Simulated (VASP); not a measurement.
Here is a VASP 6.6.1 calculation.

The input INCAR:

```
  PREC = Accurate
  ENCUT = 520
  EDIFF = 1E-6
  ISMEAR = 0
  SIGMA = 0.15
  LREAL = False
  LASPH = True
  NELM = 80
  ALGO = Fast
  ISIF = 2
  LWAVE = False
  LCHARG = True
  GGA = PS
  LELF = True
  LVHAR = True
  NBANDS = 18
```

Contents of KPOINTS:

```
regular mesh
0
Gamma
  24 24 14
```

Contents of POSCAR:

```
Ag
1.0
    2.8670626684      0.0000000000      0.0000000000
   -1.4335313342      2.4829491051      0.0000000000
    0.0000000000      0.0000000000      4.5030863317
Ag
2
Direct
    0.3333333333      0.6666666667      0.2500000000
    0.6666666667      0.3333333333      0.7500000000
```

Potentials or basis: VASP PAW PBE potentials, release 64 (Ag).

Command:

```bash
$ cat potpaw_PBE.64/Ag/POTCAR > POTCAR
$ mpirun -np 1 vasp_std > vasp.out
```

(1) Estimate the pressure.

(2) What does it give for the band gap on the k mesh?

Results:

(1) 5.2 GPa.

(2) zero (bands 11 and 12 overlap by 7.49 eV).

Caveat: the cell differs from its parent crystal (strain +0.000 along x and y, -0.040 along z); the stress differs along the axes, from 3 to 9 GPa; the PAW data sets were made with another functional, which shifts forces and pressure a little.
